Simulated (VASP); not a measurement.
# Cu4Re3 (Pm-3m) in VASP: notebook

Cu4Re3 is run at these levels: PBE; tasks: single point, relaxation of cell and atoms.

Program: VASP 6.6.1. These are calculated values, not measurements. Logs are shortened: lines on timing, memory, paths and dates and some standing lists are left out, and cuts for length are marked.

## 1. The cell of the first run

The structure is cubic, space group Pm-3m (No. 221). The conventional cell has a = 4.618 Å, b = 4.618 Å, c = 4.618 Å, α = 90.00°, β = 90.00°, γ = 90.00°. Cu (site symmetry m-3m) has 6 Re at 2.31 Å within 3.1 Å. Within 3.1 Å of Cu (site symmetry 4/mmm) lie 4 Re at 2.31 Å. Re (site symmetry 4/mmm) has 6 Cu at 2.31 Å within 3.1 Å.

## 2. Single point, PBE

The input, INCAR:

```
SYSTEM = Cu4Re3
  PREC = Accurate
  ENCUT = 520
  EDIFF = 1E-7
  ISMEAR = 0
  SIGMA = 0.1
  LREAL = .False.
  LASPH = .True.
  NELM = 80
  ALGO = Normal
  ISIF = 2
  LWAVE = .False.
  LCHARG = .False.
  GGA = PE
  NBANDS = 42
```

The input, KPOINTS:

```
Automatic mesh
0
Gamma
  4 4 4
  0 0 0
```

The input, POSCAR:

```
Cu4Re3
1.0
    4.6184778700      0.0000000000      0.0000000000
    0.0000000000      4.6184778700      0.0000000000
    0.0000000000      0.0000000000      4.6184778700
Cu Re
4 3
Direct
    0.0000000000      0.0000000000      0.0000000000
    0.0000000000      0.5000000000      0.5000000000
    0.5000000000      0.0000000000      0.5000000000
    0.5000000000      0.5000000000      0.0000000000
    0.5000000000      0.0000000000      0.0000000000
    0.0000000000      0.5000000000      0.0000000000
    0.0000000000      0.0000000000      0.5000000000
```

Potentials or basis: VASP PAW PBE potentials, release 64 (Cu, Re).

Started as:

```sh
$ cat potpaw_PBE.64/Cu/POTCAR potpaw_PBE.64/Re/POTCAR > POTCAR
$ mpirun -np 1 vasp_std > vasp.out
```

OUTCAR:

```text
SYSTEM = Cu4Re3
   PREC = Accurate
   ENCUT = 520
   EDIFF = 1E-7
   ISMEAR = 0
   LREAL = .False.
   LASPH = .True.
   NELM = 80
   ISIF = 2
   GGA = PE

 ion  position               nearest neighbor table
   1  0.000  0.000  0.000-   5 2.31   6 2.31   7 2.31   7 2.31   6 2.31   5 2.31
   2  0.000  0.500  0.500-   6 2.31   7 2.31   6 2.31   7 2.31
   3  0.500  0.000  0.500-   5 2.31   7 2.31   5 2.31   7 2.31
   4  0.500  0.500  0.000-   5 2.31   6 2.31   5 2.31   6 2.31
   5  0.500  0.000  0.000-   1 2.31   3 2.31   4 2.31   3 2.31   4 2.31   1 2.31   7 3.27   7 3.27
                             6 3.27   6 3.27   6 3.27   7 3.27   7 3.27   6 3.27
   6  0.000  0.500  0.000-   1 2.31   2 2.31   4 2.31   2 2.31   1 2.31   4 2.31   7 3.27   7 3.27
                             5 3.27   7 3.27   7 3.27   5 3.27   5 3.27   5 3.27
   7  0.000  0.000  0.500-   1 2.31   2 2.31   3 2.31   1 2.31   2 2.31   3 2.31   5 3.27   6 3.27
                             6 3.27   6 3.27   6 3.27   5 3.27   5 3.27   5 3.27

  LATTYP: Found a simple cubic cell.
 ALAT       =     4.6184778700

  Lattice vectors:

 A1 = (   4.6184778700,   0.0000000000,   0.0000000000)
 A2 = (   0.0000000000,   4.6184778700,   0.0000000000)
 A3 = (   0.0000000000,   0.0000000000,   4.6184778700)

Analysis of symmetry for initial positions (statically):
=====================================================================
 Subroutine PRICEL returns:
 Original cell was already a primitive cell.

 Routine SETGRP: Setting up the symmetry group for a
 simple cubic supercell.

 Subroutine GETGRP returns: Found 48 space group operations
 (whereof 48 operations were pure point group operations)
 out of a pool of 48 trial point group operations.

The static configuration has the point symmetry O_h .

Analysis of symmetry for dynamics (positions and initial velocities):
=====================================================================
 Subroutine PRICEL returns:
 Original cell was already a primitive cell.

 Routine SETGRP: Setting up the symmetry group for a
 simple cubic supercell.

 Subroutine GETGRP returns: Found 48 space group operations
 (whereof 48 operations were pure point group operations)
 out of a pool of 48 trial point group operations.

The dynamic configuration has the point symmetry O_h .

[... 93 lines left out ...]
   EDIFF  = 0.1E-06   stopping-criterion for ELM
   LREAL  =      F    real-space projection
   EDIFFG = 0.1E-05   stopping-criterion for IOM
   NSW    =      0    number of steps for IOM
   IBRION =     -1    ionic relax: 0-MD 1-quasi-New 2-CG
   NFREE  =      0    steps in history (QN), initial steepest desc. (CG)
   ISIF   =      2    stress and relaxation
   ISYM   =      2    0-nonsym 1-usesym 2-fastsym
   POTIM  = 0.5000    time-step for ionic-motion
   TEBEG  =    0.0;   TEEND  =   0.0 temperature during run
   PSTRESS=    0.0 pullay stress
   NELECT =      65.0000    total number of electrons
   NUPDOWN=      -1.0000    fix difference up-down
   EMIN   =  10.00;   EMAX   =-10.00  energy-range for DOS
   EFERMI =   0.00;   METHOD = LEGACY
   ISMEAR =     0;   SIGMA  =   0.10  broadening in eV -4-tet -1-fermi 0-gaus
   EFERMI_NEDOS =   21; number of points for ismear=-14 and -15
   IALGO  =     38    algorithm
   IMIX   =      4    mixing-type and parameters
     AMIX     =   0.40;   BMIX     =  1.00
     AMIX_MAG =   1.60;   BMIX_MAG =  1.00
  volume/ion in A,a.u.               =      14.07        94.97
  Fermi-wavevector in a.u.,A,eV,Ry     =   1.425215  2.693266 27.636672  2.031238
  Thomas-Fermi vector in A             =   2.545623
   LORBIT       =      0    0 simple, 1 ext, 2 COOP (PROOUT), +10 PAW based schemes
   GGA     = PE    functional components
   LHFCALC =     F    Hartree Fock is set to
   AEXX    =    0.0000 exact exchange contribution
   IVDW    =     0    specifies the selected vdW correction
   LEPSILON=     F    determine dielectric tensor
   LRPA    =     F    only Hartree local field effects (RPA)
 non-spin polarized calculation
 Gauss-broadening in eV      SIGMA  =   0.10
  energy-cutoff  :      520.00
  volume of cell :       98.51
 maximum number of plane-waves:      2680
 NGX is ok and might be reduce to    36
   NGX = 17   NGY = 17   NGZ = 17

 number of electron      64.9999880 magnetization

 Free energy of the ion-electron system (eV)
  ---------------------------------------------------
  ext. energy  EPLUGINS =         0.00000000
  ---------------------------------------------------
  free energy    TOTEN  =       -39.07501966 eV

  energy without entropy =      -39.04636453  energy(sigma->0) =      -39.06069210

 E-fermi :   6.8548     XC(G=0): -12.5742

 val. band max:        6.8132392213   @ k =   0.5000   0.2500   0.0000
 cond. band min:       6.8947508243   @ k =   0.5000   0.0000   0.0000
 fundamental gap:      0.0815116030
 Fermi energy:         6.8548302687

 k-point     1 :       0.0000    0.0000    0.0000
  band No.  band energies     occupation
      1      -2.4019      2.00000
      2       0.4616      2.00000
      3       0.4616      2.00000
      4       0.4616      2.00000
      5       0.8196      2.00000
      6       0.8196      2.00000
[... 439 lines left out ...]
     41       9.3105      0.00000
     42       9.3106      0.00000

------------------------ aborting loop because EDIFF is reached ----------------------------------------

  FORCE on cell =-STRESS in cart. coord.  units (eV):
  Direction    XX          YY          ZZ          XY          YZ          ZX
  --------------------------------------------------------------------------------------
  -------------------------------------------------------------------------------------
  Total       23.6141496     23.6141496     23.6141496      0.0000000      0.0000000     -0.0000000
  in kB      384.0486927    384.0486927    384.0486927      0.0000000      0.0000000     -0.0000000
  external PRESSURE =     384.0486927 kB  Pullay stress =       0.0000000 kB

 VOLUME and BASIS-vectors are now :
 -----------------------------------------------------------------------------
  energy-cutoff  :      520.00
  volume of cell :       98.51
      direct lattice vectors                 reciprocal lattice vectors
     4.618477870  0.000000000  0.000000000     0.216521553  0.000000000  0.000000000
     0.000000000  4.618477870  0.000000000     0.000000000  0.216521553  0.000000000
     0.000000000  0.000000000  4.618477870     0.000000000  0.000000000  0.216521553

 POSITION                                       TOTAL-FORCE (eV/Angst)
 -----------------------------------------------------------------------------------
      0.00000      0.00000      0.00000         0.000000      0.000000      0.000000
      0.00000      2.30924      2.30924         0.000000      0.000000      0.000000
      2.30924      0.00000      2.30924         0.000000      0.000000      0.000000
      2.30924      2.30924      0.00000         0.000000      0.000000      0.000000
      2.30924      0.00000      0.00000         0.000000      0.000000      0.000000
      0.00000      2.30924      0.00000         0.000000      0.000000      0.000000
      0.00000      0.00000      2.30924         0.000000      0.000000      0.000000
 -----------------------------------------------------------------------------------
    total drift:                                0.000000      0.000000      0.000000

  FREE ENERGIE OF THE ION-ELECTRON SYSTEM (eV)
  ---------------------------------------------------
  free  energy   TOTEN  =       -39.0750196636 eV

  energy  without entropy=      -39.0463645284  energy(sigma->0) =      -39.06069210
```

OSZICAR:

```text
N       E                     dE             d eps       ncg     rms          rms(c)
DAV:   1     0.748906036473E+03    0.74891E+03   -0.25880E+04  1112   0.233E+03
[... 16 lines left out ...]
DAV:  18    -0.390751812226E+02    0.83387E-04   -0.46571E-05  1672   0.139E-01    0.136E-01
DAV:  19    -0.390750339829E+02    0.14724E-03   -0.25976E-04  1640   0.395E-01    0.477E-02
DAV:  20    -0.390750208533E+02    0.13130E-04   -0.59422E-05  1648   0.152E-01    0.213E-02
DAV:  21    -0.390750193259E+02    0.15275E-05   -0.10987E-05  1656   0.450E-02    0.115E-02
DAV:  22    -0.390750197411E+02   -0.41522E-06   -0.14655E-06  1456   0.175E-02    0.327E-03
DAV:  23    -0.390750196259E+02    0.11515E-06   -0.69394E-07  1200   0.238E-02    0.270E-03
DAV:  24    -0.390750196636E+02   -0.37660E-07   -0.72388E-08   594   0.689E-03
   1 F= -.39075020E+02 E0= -.39060692E+02  d E =-.286551E-01
```

stdout:

```text
POSCAR found type information on POSCAR CuRe
 POSCAR found :  2 types and       7 ions
 scaLAPACK will be used
 LDA part: xc-table for (Slater+PW92), standard interpolation
 POSCAR, INCAR and KPOINTS ok, starting setup
 FFT: planning ... GRIDC
 FFT: planning ... GRID_SOFT
 FFT: planning ... GRID
 WAVECAR not read
 entering main loop
```

Wall time 76 s (1 thread of Intel Xeon Platinum 8488C (Sapphire Rapids), shared host); peak memory 0.22 GiB.

What came out:

- Free energy: -39.0750 eV
- Pressure: 38.4 GPa

Caveat: spin-orbit coupling is left out, which moves the levels of the heavy elements.

## 3. Single point, PBE

This run uses another cell than the first one, of 16.61 Å³/atom, 1.180 times its volume.

The input, INCAR:

```
SYSTEM = Cu4Re3
PREC = Accurate
ENCUT = 520
EDIFF = 1E-6
ISMEAR = 0
SIGMA = 0.1
LREAL = .False.
LASPH = .True.
NELM = 80
ALGO = Normal
ISIF = 2
LWAVE = .False.
LCHARG = .False.
GGA = PE
NBANDS = 42
```

KPOINTS is that of step 2.

Changes to POSCAR since step 2:

```diff
@@ -2,5 +2,5 @@
 1.0
-    4.6184778700      0.0000000000      0.0000000000
-    0.0000000000      4.6184778700      0.0000000000
-    0.0000000000      0.0000000000      4.6184778700
+    4.8806416401      0.0000000000      0.0000000000
+    0.0000000000      4.8806416401      0.0000000000
+    0.0000000000      0.0000000000      4.8806416401
 Cu Re
```

Potentials or basis: VASP PAW PBE potentials, release 64 (Cu, Re).

Started as:

```sh
$ cat potpaw_PBE.64/Cu/POTCAR potpaw_PBE.64/Re/POTCAR > POTCAR
$ mpirun -np 1 vasp_std > vasp.out
```

Wall time 70 s (1 thread of Intel Xeon Platinum 8488C (Sapphire Rapids), shared host); peak memory 0.22 GiB.

It converged, with:

```
Free energy : -40.9068 eV
Pressure    : 0.0 GPa
```

Levels at points of the mesh, in eV from the Fermi level:
```
           k point  band 29  band 30  band 31  band 32  band 33  band 34  band 35  band 36
(0.00, 0.00, 0.00)     0.02     0.02     0.64     0.64     0.64     1.20     1.20     1.20
(0.50, 0.00, 0.00)    -0.71    -0.62    -0.62     0.05     0.05     0.05     0.50     1.19
(0.50, 0.50, 0.00)    -1.44    -1.44    -0.94    -0.68    -0.48    -0.48    -0.28     0.45
(0.50, 0.50, 0.50)    -1.52    -1.52    -1.52    -0.87    -0.87    -0.87    -0.23    -0.23
```

Caveat: spin-orbit coupling is left out, which moves the levels of the heavy elements.

## 4. Relaxation of cell and atoms, PBE

The input, INCAR:

```
PREC = Accurate ; ENCUT = 600
EDIFF = 1E-7 ; ISMEAR = 0
SIGMA = 0.1 ; LREAL = F
LASPH = T ; NELM = 80
ALGO = Normal ; ISIF = 3
LWAVE = F ; LCHARG = F
GGA = PE ; IBRION = 2
NSW = 90 ; EDIFFG = -0.04
```

The input, KPOINTS:

```
regular mesh
0
Gamma
  4 4 4
```

Changes to POSCAR since step 3:

```diff
@@ -2,5 +2,5 @@
 1.0
-    4.8806416401      0.0000000000      0.0000000000
-    0.0000000000      4.8806416401      0.0000000000
-    0.0000000000      0.0000000000      4.8806416401
+    4.6184778700      0.0000000000      0.0000000000
+    0.0000000000      4.6184778700      0.0000000000
+    0.0000000000      0.0000000000      4.6184778700
 Cu Re
```

Started as:

```sh
$ cat potpaw_PBE.64/Cu/POTCAR potpaw_PBE.64/Re/POTCAR > POTCAR
$ mpirun -np 1 vasp_std > vasp.out
```

It took 8.5 min on 1 thread of Intel Xeon Platinum 8488C (Sapphire Rapids), shared host; peak memory 0.27 GiB.

Results (log left out):

```
Free energy                            : -40.9048 eV
Relaxed volume                         : 16.61 Å³/atom
Relaxed cell                           : a = 4.881 Å, b = 4.881 Å, c = 4.881 Å, α = 90.00°, β = 90.00°, γ = 90.00°
Space group after relaxing (to 0.05 Å) : Pm-3m (No. 221)
Energy gained by relaxing              : 261.0 meV/atom
Ionic steps                            : 5
Pressure after relaxing                : 0.1 GPa
```

The path:
```
step  energy change (eV)  largest force (eV/Å)  pressure (GPa)  volume (Å³)
   1              0.0000                0.0000           38.47        98.51
   2              1.7241                0.0000          -22.07       154.98
   3             -1.8169                0.0000           -2.08       117.92
   4             -1.8267                0.0000           -0.46       116.67
   5             -1.8272                0.0000            0.08       116.29
```

Final structure:
```
Cu Re
1.0
     4.88101    0.00000    0.00000
     0.00000    4.88101    0.00000
     0.00000    0.00000    4.88101
Cu Re
4 3
Direct
  0.00000 0.00000 0.00000
  0.00000 0.50000 0.50000
  0.50000 0.00000 0.50000
  0.50000 0.50000 0.00000
  0.50000 0.00000 0.00000
  0.00000 0.50000 0.00000
  0.00000 0.00000 0.50000
```

Levels at points of the mesh, in eV from the Fermi level:
```
           k point  band 29  band 30  band 31  band 32  band 33  band 34  band 35  band 36
(0.00, 0.00, 0.00)     0.02     0.02     0.64     0.64     0.64     1.20     1.20     1.20
(0.50, 0.00, 0.00)    -0.71    -0.62    -0.62     0.05     0.05     0.05     0.50     1.19
(0.50, 0.50, 0.00)    -1.44    -1.44    -0.94    -0.68    -0.48    -0.48    -0.28     0.45
(0.50, 0.50, 0.50)    -1.51    -1.51    -1.51    -0.87    -0.87    -0.87    -0.23    -0.23
```

Caveat: the volume moved by over 15 % at a fixed basis, so the end points are rough; spin-orbit coupling is left out, which moves the levels of the heavy elements.

## 5. The runs side by side

```csv
task,cell,cutoff (eV),gap on the mesh (eV),pressure (GPa)
single point,"a = 4.618 Å, 7 atoms",520,none,38.4
single point,"a = 4.881 Å, 7 atoms",520,none,0.0
relaxation of cell and atoms,"relaxed from a = 4.618 Å, 7 atoms",600,none,0.1
```

Alike in all rows: level PBE; potentials or basis VASP PAW PBE potentials, release 64 (Cu, Re); no spin polarisation; k mesh 4 × 4 × 4; smearing gaussian 0.1 eV.

Caveats: spin-orbit coupling is left out, which moves the levels of the heavy elements; the volume moved by over 15 % at a fixed basis, so the end points are rough (some runs).

Total energies depend on the potentials used, so only differences within one code and one set of settings carry meaning.
